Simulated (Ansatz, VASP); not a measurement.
## AlN in VASP and in Ansatz

```
CELL_PARAMETERS angstrom
0.00000 4.40317 -4.40317
4.40317 4.40317 0.00000
4.40317 0.00000 -4.40317
ATOMIC_POSITIONS crystal
Al 0.00000 0.00000 0.50000
Al 0.00000 0.50000 0.50000
Al 0.50000 0.00000 0.50000
Al 0.50000 0.50000 0.50000
Al 0.00000 0.00000 0.00000
Al 0.00000 0.50000 0.00000
Al 0.50000 0.00000 0.00000
Al 0.50000 0.50000 0.00000
N 0.12500 0.12500 0.12500
N 0.12500 0.62500 0.12500
N 0.62500 0.12500 0.12500
N 0.62500 0.62500 0.12500
N 0.12500 0.12500 0.62500
N 0.12500 0.62500 0.62500
N 0.62500 0.12500 0.62500
N 0.62500 0.62500 0.62500
```

Alike in both runs: task single point; functional PBE; k mesh 1 × 1 × 1; occupations gaussian, width 0.01 eV; no spin polarisation.

|  | VASP | Ansatz |
| --- | --- | --- |
| version | VASP 6.6.1 | Ansatz 0.2.0 |
| potentials or method | VASP PAW PBE potentials, release 64 (Al, N), cutoff 520 eV | scalar-relativistic, plane waves, PAW |
| valence electrons in the cell | 64 | 64 |

```csv
,VASP,Ansatz,Ansatz less VASP
gap on the k mesh at the Fermi level (eV),2.87,2.88,+0.010
least direct gap on the mesh (eV),2.87,2.88,+0.010
pressure (GPa),4.1,4.2,+0.14
```

The k mesh is coarse, so the values compare programs but aren't converged.
